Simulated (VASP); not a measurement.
# Cu in VASP: further runs, part 2 of 2

VASP 6.6.1. The steps go on from the part before.

### Step 4. Relaxation of cell and atoms, PBE

This run uses another cell than the first one: it holds 1 atom, not 2.

INCAR reads:

```
SYSTEM = Cu
PREC = Accurate
ENCUT = 600
EDIFF = 1E-6
ISMEAR = 0
SIGMA = 0.1
LREAL = .False.
LASPH = .True.
NELM = 100
ALGO = Fast
ISIF = 3
LWAVE = .False.
LCHARG = .False.
GGA = PE
IBRION = 2
NSW = 100
EDIFFG = -0.01
```

KPOINTS reads:

```
regular mesh
0
Gamma
  26 26 26
  0 0 0
```

POSCAR reads:

```
Cu
1.0
    0.0000000000      1.8149163862      1.8149163862
    1.8149163862      0.0000000000      1.8149163862
    1.8149163862      1.8149163862      0.0000000000
Cu
1
Direct
    0.5000000000      0.5000000000      0.5000000000
```

Potentials or basis: VASP PAW PBE potentials, release 64 (Cu).

Command:

```
cat potpaw_PBE.64/Cu/POTCAR > POTCAR
mpirun -np 1 vasp_std > vasp.out
```

OUTCAR:

```text
SYSTEM = Cu
   PREC = Accurate
   ENCUT = 600
   EDIFF = 1E-6
   ISMEAR = 0
   LREAL = .False.
   LASPH = .True.
   NELM = 100
   ISIF = 3
   GGA = PE
   IBRION = 2
   NSW = 100
   EDIFFG = -0.01

 ion  position               nearest neighbor table
   1  0.500  0.500  0.500-

  LATTYP: Found a face centered cubic cell.
 ALAT       =     3.6298327724

  Lattice vectors:

 A1 = (   0.0000000000,   1.8149163862,   1.8149163862)
 A2 = (   1.8149163862,   0.0000000000,   1.8149163862)
 A3 = (   1.8149163862,   1.8149163862,   0.0000000000)

Analysis of symmetry for initial positions (statically):
=====================================================================
 Subroutine PRICEL returns:
 Original cell was already a primitive cell.

 Routine SETGRP: Setting up the symmetry group for a
 face centered cubic supercell.

 Subroutine GETGRP returns: Found 48 space group operations
 (whereof 48 operations were pure point group operations)
 out of a pool of 48 trial point group operations.

The static configuration has the point symmetry O_h .

Analysis of symmetry for dynamics (positions and initial velocities):
=====================================================================
 Subroutine PRICEL returns:
 Original cell was already a primitive cell.

 Routine SETGRP: Setting up the symmetry group for a
 face centered cubic supercell.

 Subroutine GETGRP returns: Found 48 space group operations
 (whereof 48 operations were pure point group operations)
 out of a pool of 48 trial point group operations.

The dynamic configuration has the point symmetry O_h .

 Subroutine INISYM returns: Found 48 space group operations
 (whereof 48 operations are pure point group operations),
 and found     1 'primitive' translations

----------------------------------------------------------------------------------------

                                     Primitive cell

  volume of cell :      11.9564

  direct lattice vectors                    reciprocal lattice vectors
     0.000000000  1.814916386  1.814916386    -0.275494785  0.275494785  0.275494785
     1.814916386  0.000000000  1.814916386     0.275494785 -0.275494785  0.275494785
     1.814916386  1.814916386  0.000000000     0.275494785  0.275494785 -0.275494785

  length of vectors
     2.566679368  2.566679368  2.566679368     0.477170965  0.477170965  0.477170965

  position of ions in fractional coordinates (direct lattice)
     0.500000000  0.500000000  0.500000000

  ion indices of the primitive-cell ions
   primitive index   ion index
                 1           1

----------------------------------------------------------------------------------------

 KPOINTS: regular mesh

Automatic generation of k-mesh.
 Grid dimensions read from file:
 generate k-points for:   26   26   26

 Generating k-lattice:

  Cartesian coordinates                     Fractional coordinates (reciprocal lattice)
    -0.010595953  0.010595953  0.010595953     0.038461538  0.000000000  0.000000000
     0.010595953 -0.010595953  0.010595953     0.000000000  0.038461538  0.000000000
     0.010595953  0.010595953 -0.010595953     0.000000000  0.000000000  0.038461538
[... 46 lines left out ...]
   NGXF,Y,Z  is equivalent  to a cutoff of  31.09, 31.09, 31.09 a.u.
 SYSTEM =  Cu
   PREC   = accura    normal or accurate (medium, high low for compatibility)
   ISTART =      0    job   : 0-new  1-cont  2-samecut
   ICHARG =      2    charge: 1-file 2-atom 10-const
   ISPIN  =      1    spin polarized calculation?
   LNONCOLLINEAR =      F non collinear calculations
   LSORBIT =      F    spin-orbit coupling
   LASPH  =      T    aspherical Exc in radial PAW
   ENCUT  =  600.0 eV  44.10 Ry    6.64 a.u.   5.13  5.13  5.13*2*pi/ulx,y,z
   NELM   =    100;   NELMIN=  2; NELMDL= -5     # of ELM steps
   EDIFF  = 0.1E-05   stopping-criterion for ELM
   LREAL  =      F    real-space projection
   EDIFFG = -.1E-01   stopping-criterion for IOM
   NSW    =    100    number of steps for IOM
   IBRION =      2    ionic relax: 0-MD 1-quasi-New 2-CG
   NFREE  =      1    steps in history (QN), initial steepest desc. (CG)
   ISIF   =      3    stress and relaxation
   ISYM   =      2    0-nonsym 1-usesym 2-fastsym
   POTIM  = 0.5000    time-step for ionic-motion
   TEBEG  =    0.0;   TEEND  =   0.0 temperature during run
   PSTRESS=    0.0 pullay stress
   NELECT =      11.0000    total number of electrons
   NUPDOWN=      -1.0000    fix difference up-down
   EMIN   =  10.00;   EMAX   =-10.00  energy-range for DOS
   EFERMI =   0.00;   METHOD = LEGACY
   ISMEAR =     0;   SIGMA  =   0.10  broadening in eV -4-tet -1-fermi 0-gaus
   EFERMI_NEDOS =   21; number of points for ismear=-14 and -15
   IALGO  =     68    algorithm
   IMIX   =      4    mixing-type and parameters
     AMIX     =   0.40;   BMIX     =  1.00
     AMIX_MAG =   1.60;   BMIX_MAG =  1.00
  volume/ion in A,a.u.               =      11.96        80.69
  Fermi-wavevector in a.u.,A,eV,Ry     =   1.592230  3.008878 34.493436  2.535196
  Thomas-Fermi vector in A             =   2.690647
   LORBIT       =      0    0 simple, 1 ext, 2 COOP (PROOUT), +10 PAW based schemes
   GGA     = PE    functional components
   LHFCALC =     F    Hartree Fock is set to
   AEXX    =    0.0000 exact exchange contribution
   IVDW    =     0    specifies the selected vdW correction
   LEPSILON=     F    determine dielectric tensor
   LRPA    =     F    only Hartree local field effects (RPA)
 conjugate gradient relaxation of ions
 non-spin polarized calculation
 RMM-DIIS sequential band-by-band and
 Gauss-broadening in eV      SIGMA  =   0.10
  energy-cutoff  :      600.00
  volume of cell :       11.96
 maximum number of plane-waves:       411
 NGX is ok and might be reduce to    24

--------------------------------------- Ionic step        1  -------------------------------------------

 number of electron      10.9999998 magnetization

 Free energy of the ion-electron system (eV)
  ---------------------------------------------------
  ext. energy  EPLUGINS =         0.00000000
  ---------------------------------------------------
  free energy    TOTEN  =        -3.72920704 eV

  energy without entropy =       -3.72788017  energy(sigma->0) =       -3.72854361

------------------------ aborting loop because EDIFF is reached ----------------------------------------

  FORCE on cell =-STRESS in cart. coord.  units (eV):
  Direction    XX          YY          ZZ          XY          YZ          ZX
  --------------------------------------------------------------------------------------
  -------------------------------------------------------------------------------------
  Total        0.0603863      0.0603863      0.0603863      0.0000000      0.0000000     -0.0000000
  in kB        8.0918767      8.0918767      8.0918767      0.0000000      0.0000000     -0.0000000
  external PRESSURE =       8.0918767 kB  Pullay stress =       0.0000000 kB
[... 57 lines left out ...]
--------------------------------------- Ionic step        3  -------------------------------------------

 number of electron      10.9999998 magnetization

 Free energy of the ion-electron system (eV)
  ---------------------------------------------------
  ext. energy  EPLUGINS =         0.00000000
  ---------------------------------------------------
  free energy    TOTEN  =        -3.72929545 eV

  energy without entropy =       -3.72797486  energy(sigma->0) =       -3.72863516

 E-fermi :   7.4035     XC(G=0): -12.6305

 val. band max:        7.3746591740   @ k =   0.5000   0.3462   0.1538
 cond. band min:       7.4046013039   @ k =   0.4615   0.3846   0.0385
 fundamental gap:      0.0299421299
 Fermi energy:         7.4034871405

 k-point     1 :       0.0000    0.0000    0.0000
  band No.  band energies     occupation
      1      -1.8433      2.00000
      2       4.4067      2.00000
      3       4.4067      2.00000
      4       4.4067      2.00000
      5       5.2079      2.00000
      6       5.2079      2.00000
      7      29.8452      0.00000
      8      32.3623      0.00000
      9      32.3623      0.00000
[... 265 lines left out ...]
 k-point    24 :       0.3846    0.0385    0.0000
  band No.  band energies     occupation
      1       1.9605      2.00000
      2       4.4265      2.00000
      3       4.4656      2.00000
      4       4.6949      2.00000
      5       5.6422      2.00000
      6       5.6582      2.00000
      7      14.3404      0.00000
      8      28.3133      0.00000
      9      28.3846      0.00000

 [... further k-points ...]

------------------------ aborting loop because EDIFF is reached ----------------------------------------

  FORCE on cell =-STRESS in cart. coord.  units (eV):
  Direction    XX          YY          ZZ          XY          YZ          ZX
  --------------------------------------------------------------------------------------
  -------------------------------------------------------------------------------------
  Total        0.0075576      0.0075576      0.0075576      0.0000000     -0.0000000      0.0000000
  in kB        1.0085078      1.0085078      1.0085078      0.0000000     -0.0000000      0.0000000
  external PRESSURE =       1.0085078 kB  Pullay stress =       0.0000000 kB
[... 16 lines left out ...]
  FREE ENERGIE OF THE ION-ELECTRON SYSTEM (eV)
  ---------------------------------------------------
  free  energy   TOTEN  =        -3.7292954535 eV

  energy  without entropy=       -3.7279748572  energy(sigma->0) =       -3.72863516

 reached required accuracy - stopping structural energy minimisation
```

Wall time 1.7 min (1 thread of Intel Xeon 6975P-C, shared host); peak memory 0.21 GiB.

What came out:

| Quantity | Value |
| --- | --- |
| Free energy | -3.7293 eV |
| Relaxed volume | 12.01 Å³/atom |
| Relaxed cell | a = 2.570 Å, b = 2.570 Å, c = 2.570 Å, α = 60.00°, β = 60.00°, γ = 60.00° |
| Space group after relaxing (to 0.05 Å) | Fm-3m (No. 225) |
| Energy gained by relaxing | 0.1 meV/atom |
| Ionic steps | 3 |
| Pressure after relaxing | 0.1 GPa |

Final structure:
```cif
data_structure
_symmetry_space_group_name_H-M 'P 1'
_symmetry_Int_Tables_number 1
_cell_length_a 2.5703
_cell_length_b 2.5703
_cell_length_c 2.5703
_cell_angle_alpha 60.000
_cell_angle_beta 60.000
_cell_angle_gamma 60.000
_cell_volume 12.01
loop_
_atom_site_label
_atom_site_type_symbol
_atom_site_fract_x
_atom_site_fract_y
_atom_site_fract_z
_atom_site_occupancy
Cu1 Cu 0.50000 0.50000 0.50000 1
```

### Step 5. The runs side by side

```csv
task,cell,k mesh,cutoff (eV),gap on the mesh (eV),pressure (GPa)
single point,"a = 4.389 Å, angles 34.3°, 2 atoms",6 × 6 × 6,520,none,1.3
single point,"a = 2.567 Å, angles 60.0°, 1 atom",26 × 26 × 26,520,none,0.5
relaxation of cell and atoms,"relaxed from a = 2.567 Å, angles 60.0°, 1 atom",26 × 26 × 26,600,none,0.1
```

Alike in all rows: level PBE; potentials or basis VASP PAW PBE potentials, release 64 (Cu); no spin polarisation; smearing gaussian 0.1 eV.

Caveats: some runs use coarse meshes.

Total energies depend on the potentials used, so only differences within one code and one set of settings carry meaning.
